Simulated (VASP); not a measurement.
Here is a VASP 6.6.1 calculation.

File INCAR:

```
SYSTEM = AlP
  PREC = Accurate
  ENCUT = 500
  EDIFF = 1E-6
  ISMEAR = -1
  SIGMA = 0.02
  LREAL = .False.
  LASPH = .True.
  NELM = 120
  ALGO = Normal
  ISIF = 2
  LWAVE = .False.
  LCHARG = .True.
  GGA = PE
  LELF = .True.
  LVHAR = .True.
  NBANDS = 11
  GGA_COMPAT = .False.
```

Contents of KPOINTS:

```
Automatic mesh
0
Gamma
  12 12 12
  0 0 0
```

Contents of POSCAR:

```
AlP
1.0
    0.0000000000      2.7789547475      2.7789547475
    2.7789547475      0.0000000000      2.7789547475
    2.7789547475      2.7789547475      0.0000000000
P Al
1 1
Direct
    0.7500000000      0.7500000000      0.7500000000
    0.0000000000      0.0000000000      0.0000000000
```

Potentials or basis: VASP PAW PBE potentials, release 64 (P, Al).

The run is started by

```sh
$ cat potpaw_PBE.64/P/POTCAR potpaw_PBE.64/Al/POTCAR > POTCAR
$ mpirun -np 1 vasp_std > vasp.out
```

Q: Estimate the pressure.

A: -2.2 GPa.

Q: Estimate the band gap on the k mesh.

A: 1.68 eV (least direct gap 2.85 eV).

A k mesh can miss the band edges. Expect the measured gap to be larger: semilocal functionals such as PBE lack the derivative discontinuity.
